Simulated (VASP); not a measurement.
# LiCl (I-42m) in VASP: settings compared

Aim: see how the results for LiCl move with the level of theory and the settings. Levels: PBE, LDA. Tasks: single point.

Program: VASP 6.6.1. These are calculated values, not measurements. Logs are shortened: lines on timing, memory, paths and dates and some standing lists are left out, and cuts for length are marked.

### 1 The cell of the first run

The structure is tetragonal, space group I-42m (No. 121). The conventional cell has a = 7.498 Å, b = 7.498 Å, c = 9.813 Å, α = 90.00°, β = 90.00°, γ = 90.00°. Within 3.0 Å of Li (site symmetry m) lie 4 Cl at 2.30 to 2.47 Å and 1 Li at 2.73 Å. Li (site symmetry -42m) has 4 Cl at 2.39 Å and 4 Li at 3.27 Å within 3.3 Å. Within 3.0 Å of Cl (site symmetry m) lie 4 Li at 2.30 to 2.47 Å. Within 3.1 Å of Cl (site symmetry -42m) lie 4 Li at 2.37 Å.

### 2 Single point, PBE

The input, INCAR:

```
SYSTEM = LiCl
ALGO = Normal
EDIFF = 1E-6
ENCUT = 520
GGA = PE
ISIF = 2
ISMEAR = 0
LASPH = .TRUE.
LCHARG = .TRUE.
LELF = .TRUE.
LREAL = .FALSE.
LVHAR = .TRUE.
LWAVE = .FALSE.
NBANDS = 36
NELM = 80
PREC = Accurate
SIGMA = 0.1
```

The input, KPOINTS:

```
k-points
0
G
  4 4 4
  0 0 0
```

The input, POSCAR:

```
LiCl
1.0
    3.7489058348      3.7489058348     -4.9064479682
   -3.7489058348      3.7489058348      4.9064479682
    3.7489058348     -3.7489058348      4.9064479682
Li Cl
5 5
Direct
    0.0000000000      0.1742358371      0.4318291450
    0.7424066922      0.5681708550      0.5681708550
    0.0000000000      0.0000000000      1.0000000000
    0.2575933078      0.8257641629      0.8257641629
    1.0000000000      0.4318291450      0.1742358371
    0.3105797654      0.3318913001      0.3318913001
    1.0000000000      0.9786884653      0.6681086999
    1.0000000000      0.6681086999      0.9786884653
    0.6894202346      0.0213115347      0.0213115347
    1.0000000000      0.5000000000      0.5000000000
```

Potentials or basis: VASP PAW PBE potentials, release 64 (Li_sv, Cl).

On the command line:

```sh
$ cat potpaw_PBE.64/Li_sv/POTCAR potpaw_PBE.64/Cl/POTCAR > POTCAR
$ mpirun -np 1 vasp_std > vasp.out
```

OUTCAR:

```text
SYSTEM = LiCl
   EDIFF = 1E-6
   ENCUT = 520
   GGA = PE
   ISIF = 2
   ISMEAR = 0
   LASPH = .TRUE.
   LREAL = .FALSE.
   NELM = 80
   PREC = Accurate

 ion  position               nearest neighbor table
   1  0.000  0.174  0.432-   7 2.30  10 2.37   9 2.47   6 2.47
   2  0.742  0.568  0.568-   6 2.30  10 2.37   8 2.47   7 2.47
   3  0.000  0.000  0.000-   6 2.39   9 2.39   8 2.39   7 2.39
   4  0.258  0.826  0.826-   9 2.30  10 2.37   7 2.47   8 2.47
   5  0.000  0.432  0.174-   8 2.30  10 2.37   9 2.47   6 2.47
   6  0.311  0.332  0.332-   2 2.30   3 2.39   1 2.47   5 2.47
   7  0.000  0.979  0.668-   1 2.30   3 2.39   4 2.47   2 2.47
   8  0.000  0.668  0.979-   5 2.30   3 2.39   4 2.47   2 2.47
   9  0.689  0.021  0.021-   4 2.30   3 2.39   1 2.47   5 2.47
  10  0.000  0.500  0.500-   2 2.37   1 2.37   5 2.37   4 2.37

  LATTYP: Found a body centered tetragonal cell.
 ALAT       =     7.4978116696
 C/A-ratio  =     1.3087679938

  Lattice vectors:

 A1 = (   3.7489058348,  -3.7489058348,  -4.9064479682)
 A2 = (  -3.7489058348,   3.7489058348,  -4.9064479682)
 A3 = (   3.7489058348,   3.7489058348,   4.9064479682)

Analysis of symmetry for initial positions (statically):
=====================================================================
 Subroutine PRICEL returns:
 Original cell was already a primitive cell.

 Routine SETGRP: Setting up the symmetry group for a
 body centered tetragonal supercell.

 Subroutine GETGRP returns: Found  8 space group operations
 (whereof  8 operations were pure point group operations)
 out of a pool of 16 trial point group operations.

The static configuration has the point symmetry D_2d.

Analysis of symmetry for dynamics (positions and initial velocities):
=====================================================================
 Subroutine PRICEL returns:
 Original cell was already a primitive cell.

 Routine SETGRP: Setting up the symmetry group for a
 body centered tetragonal supercell.

 Subroutine GETGRP returns: Found  8 space group operations
 (whereof  8 operations were pure point group operations)
 out of a pool of 16 trial point group operations.

The dynamic configuration has the point symmetry D_2d.

 Subroutine INISYM returns: Found  8 space group operations
 (whereof  8 operations are pure point group operations),
 and found     1 'primitive' translations

[... 105 lines left out ...]
   ISYM   =      2    0-nonsym 1-usesym 2-fastsym
   POTIM  = 0.5000    time-step for ionic-motion
   TEBEG  =    0.0;   TEEND  =   0.0 temperature during run
   PSTRESS=    0.0 pullay stress
   NELECT =      50.0000    total number of electrons
   NUPDOWN=      -1.0000    fix difference up-down
   EMIN   =  10.00;   EMAX   =-10.00  energy-range for DOS
   EFERMI =   0.00;   METHOD = LEGACY
   ISMEAR =     0;   SIGMA  =   0.10  broadening in eV -4-tet -1-fermi 0-gaus
   EFERMI_NEDOS =   21; number of points for ismear=-14 and -15
   IALGO  =     38    algorithm
   IMIX   =      4    mixing-type and parameters
     AMIX     =   0.40;   BMIX     =  1.00
     AMIX_MAG =   1.60;   BMIX_MAG =  1.00
  volume/ion in A,a.u.               =      27.58       186.14
  Fermi-wavevector in a.u.,A,eV,Ry     =   0.926516  1.750861 11.679666  0.858431
  Thomas-Fermi vector in A             =   2.052486
   LORBIT       =      0    0 simple, 1 ext, 2 COOP (PROOUT), +10 PAW based schemes
   GGA     = PE    functional components
   LHFCALC =     F    Hartree Fock is set to
   AEXX    =    0.0000 exact exchange contribution
   IVDW    =     0    specifies the selected vdW correction
   LEPSILON=     F    determine dielectric tensor
   LRPA    =     F    only Hartree local field effects (RPA)
 non-spin polarized calculation
 Gauss-broadening in eV      SIGMA  =   0.10
  energy-cutoff  :      520.00
  volume of cell :      275.83
 maximum number of plane-waves:      7456
 NGX is ok and might be reduce to    54
   NGX = 27   NGY = 27   NGZ = 27

 number of electron      50.0000001 magnetization

 Free energy of the ion-electron system (eV)
  ---------------------------------------------------
  ext. energy  EPLUGINS =         0.00000000
  ---------------------------------------------------
  free energy    TOTEN  =       -36.43926902 eV

  energy without entropy =      -36.43926902  energy(sigma->0) =      -36.43926902

 E-fermi :  -2.1237     XC(G=0):  -6.3403

 val. band max:       -2.7230727265   @ k =   0.5000   0.0000   0.0000
 cond. band min:       2.8823843794   @ k =   0.0000   0.0000   0.0000
 fundamental gap:      5.6054571058
 Fermi energy:        -2.1237070197

 k-point     1 :       0.0000    0.0000    0.0000
  band No.  band energies     occupation
      1     -45.8726      2.00000
      2     -45.8721      2.00000
      3     -45.8613      2.00000
      4     -45.8613      2.00000
      5     -45.8305      2.00000
      6     -15.3690      2.00000
[... 496 lines left out ...]
     35       7.2467      0.00000
     36       7.2505      0.00000

------------------------ aborting loop because EDIFF is reached ----------------------------------------

  FORCE on cell =-STRESS in cart. coord.  units (eV):
  Direction    XX          YY          ZZ          XY          YZ          ZX
  --------------------------------------------------------------------------------------
  -------------------------------------------------------------------------------------
  Total       -0.0351173     -0.0351173     -0.0693223      0.0000000      0.0000000      0.0000000
  in kB       -0.2039839     -0.2039839     -0.4026683      0.0000000      0.0000000      0.0000000
  external PRESSURE =      -0.2702121 kB  Pullay stress =       0.0000000 kB

 VOLUME and BASIS-vectors are now :
 -----------------------------------------------------------------------------
  energy-cutoff  :      520.00
  volume of cell :      275.83
      direct lattice vectors                 reciprocal lattice vectors
     3.748905835  3.748905835 -4.906447968     0.133372248  0.133372248  0.000000000
    -3.748905835  3.748905835  4.906447968     0.000000000  0.133372248  0.101906716
     3.748905835 -3.748905835  4.906447968     0.133372248  0.000000000  0.101906716

 POSITION                                       TOTAL-FORCE (eV/Angst)
 -----------------------------------------------------------------------------------
      0.96569     -0.96569      2.97363        -0.004802      0.004802     -0.005997
      2.78321      2.78321      1.93282         0.004802      0.004802      0.005997
      0.00000      0.00000      0.00000        -0.000000     -0.000000     -0.000000
      0.96569      0.96569      6.83927        -0.004802     -0.004802      0.005997
     -0.96569      0.96569      2.97363         0.004802     -0.004802     -0.005997
      1.16433      1.16433      1.73297        -0.004804     -0.004804     -0.000101
     -1.16433      1.16433      8.07992         0.004804     -0.004804      0.000101
      1.16433     -1.16433      8.07992        -0.004804      0.004804      0.000101
      2.58457      2.58457     -3.17348         0.004804      0.004804     -0.000101
      0.00000      0.00000      4.90645         0.000000     -0.000000     -0.000000
 -----------------------------------------------------------------------------------
    total drift:                                0.000001      0.000001     -0.000001

  FREE ENERGIE OF THE ION-ELECTRON SYSTEM (eV)
  ---------------------------------------------------
  free  energy   TOTEN  =       -36.4392690188 eV

  energy  without entropy=      -36.4392690188  energy(sigma->0) =      -36.43926902
```

It took 2.6 min on 1 thread of Intel Xeon Platinum 8488C (Sapphire Rapids), shared host; peak memory 0.42 GiB.

Results:

```
Free energy            : -36.4393 eV
Largest force          : 0.009 eV/Å
Band gap on the k mesh : 5.61 eV (least direct gap 5.62 eV)
```

Forces on the atoms (eV/Å):
```
Li  -0.005  0.005 -0.006
Li   0.005  0.005  0.006
Li   0.000  0.000  0.000
Li  -0.005 -0.005  0.006
Li   0.005 -0.005 -0.006
Cl  -0.005 -0.005  0.000
Cl   0.005 -0.005  0.000
Cl  -0.005  0.005  0.000
Cl   0.005  0.005  0.000
Cl   0.000  0.000  0.000
```

Caveat: the cutoff is under 1.25 times the usual one of these potentials, so pressure, stress and relaxed cells hold a basis-set (Pulay) error. A k mesh can miss the band edges.

### 3 Single point, PBE

The input, INCAR:

```
PREC = Accurate
ENCUT = 520
EDIFF = 1E-7
ISMEAR = 0
SIGMA = 0.02
LREAL = F
LASPH = T
NELM = 100
ALGO = Normal
ISIF = 2
LWAVE = F
LCHARG = T
GGA = PE
LELF = T
LVHAR = T
NBANDS = 36
```

The input, KPOINTS:

```
regular mesh
0
Gamma
  4 4 4
```

The input, POSCAR:

```
LiCl
1.0
   -3.7489058348      3.7489058348      4.9064479682
    3.7489058348     -3.7489058348      4.9064479682
    3.7489058348      3.7489058348     -4.9064479682
Li Cl
5 5
Direct
    0.1742358371      0.4318291450      0.0000000000
    0.5681708550      0.5681708550      0.7424066922
    0.0000000000      0.0000000000      0.0000000000
    0.8257641629      0.8257641629      0.2575933078
    0.4318291450      0.1742358371      0.0000000000
    0.3318913001      0.3318913001      0.3105797654
    0.9786884653      0.6681086999      0.0000000000
    0.6681086999      0.9786884653      0.0000000000
    0.0213115347      0.0213115347      0.6894202346
    0.5000000000      0.5000000000      0.0000000000
```

Potentials or basis: VASP PAW PBE potentials, release 64 (Li_sv, Cl).

On the command line:

```sh
$ cat potpaw_PBE.64/Li_sv/POTCAR potpaw_PBE.64/Cl/POTCAR > POTCAR
$ mpirun -np 1 vasp_std > vasp.out
```

OUTCAR:

```text
PREC = Accurate
   ENCUT = 520
   EDIFF = 1E-7
   ISMEAR = 0
   LREAL = F
   LASPH = T
   NELM = 100
   ISIF = 2
   GGA = PE

 ion  position               nearest neighbor table
   1  0.174  0.432  0.000-   7 2.30  10 2.37   9 2.47   6 2.47
   2  0.568  0.568  0.742-   6 2.30  10 2.37   8 2.47   7 2.47
   3  0.000  0.000  0.000-   6 2.39   9 2.39   8 2.39   7 2.39
   4  0.826  0.826  0.258-   9 2.30  10 2.37   7 2.47   8 2.47
   5  0.432  0.174  0.000-   8 2.30  10 2.37   9 2.47   6 2.47
   6  0.332  0.332  0.311-   2 2.30   3 2.39   1 2.47   5 2.47
   7  0.979  0.668  0.000-   1 2.30   3 2.39   4 2.47   2 2.47
   8  0.668  0.979  0.000-   5 2.30   3 2.39   4 2.47   2 2.47
[... 714 lines left out ...]
  external PRESSURE =      -0.2253972 kB  Pullay stress =       0.0000000 kB

 VOLUME and BASIS-vectors are now :
 -----------------------------------------------------------------------------
  energy-cutoff  :      520.00
  volume of cell :      275.83
      direct lattice vectors                 reciprocal lattice vectors
    -3.748905835  3.748905835  4.906447968     0.000000000  0.133372248  0.101906716
     3.748905835 -3.748905835  4.906447968     0.133372248  0.000000000  0.101906716
     3.748905835  3.748905835 -4.906447968     0.133372248  0.133372248  0.000000000

 POSITION                                       TOTAL-FORCE (eV/Angst)
 -----------------------------------------------------------------------------------
      0.96569     -0.96569      2.97363        -0.004790      0.004790     -0.005926
      2.78321      2.78321      1.93282         0.004790      0.004790      0.005926
      0.00000      0.00000      0.00000         0.000000     -0.000000     -0.000000
      0.96569      0.96569      6.83927        -0.004790     -0.004790      0.005926
     -0.96569      0.96569      2.97363         0.004790     -0.004790     -0.005926
      1.16433      1.16433      1.73297        -0.004929     -0.004929     -0.000053
     -1.16433      1.16433      8.07992         0.004929     -0.004929      0.000053
      1.16433     -1.16433      8.07992        -0.004929      0.004929      0.000053
      2.58457      2.58457     -3.17348         0.004929      0.004929     -0.000053
      0.00000      0.00000      4.90645         0.000000     -0.000000     -0.000000
 -----------------------------------------------------------------------------------
    total drift:                               -0.000000     -0.000000      0.000001

  FREE ENERGIE OF THE ION-ELECTRON SYSTEM (eV)
  ---------------------------------------------------
  free  energy   TOTEN  =       -36.4392687384 eV

  energy  without entropy=      -36.4392687384  energy(sigma->0) =      -36.43926874
```

Run time: 2.6 min. Hardware: 1 thread of Intel Xeon Platinum 8488C (Sapphire Rapids), shared host; peak memory 0.42 GiB.

Results:

```yaml
Free_energy: -36.4393 eV
Largest_force: 0.009 eV/Å
Band_gap_on_the_k_mesh: 5.61 eV (least direct gap 5.62 eV)
```

Forces on the atoms (eV/Å):
```
Li  -0.005  0.005 -0.006
Li   0.005  0.005  0.006
Li   0.000  0.000  0.000
Li  -0.005 -0.005  0.006
Li   0.005 -0.005 -0.006
Cl  -0.005 -0.005  0.000
Cl   0.005 -0.005  0.000
Cl  -0.005  0.005  0.000
Cl   0.005  0.005  0.000
Cl   0.000  0.000  0.000
```

Levels at points of the mesh, in eV from the valence-band top:
| k point | band 23 | band 24 | band 25 | band 26 | band 27 | band 28 |
| --- | --- | --- | --- | --- | --- | --- |
| (0.00, 0.00, 0.00) | -0.06 | -0.01 | -0.01 | 5.61 | 7.67 | 8.49 |
| (0.50, 0.00, 0.00) | -0.32 | -0.24 | -0.15 | 6.91 | 6.93 | 7.96 |
| (0.50, 0.50, 0.00) | -0.32 | -0.17 | 0.00 | 7.16 | 7.29 | 7.56 |
| (0.50, 0.50, 0.50) | -0.37 | -0.30 | -0.13 | 7.01 | 7.05 | 7.39 |

Caveat: the cutoff is under 1.25 times the usual one of these potentials, so pressure, stress and relaxed cells hold a basis-set (Pulay) error. A k mesh can miss the band edges.

(Continued in part 2 of 2.)
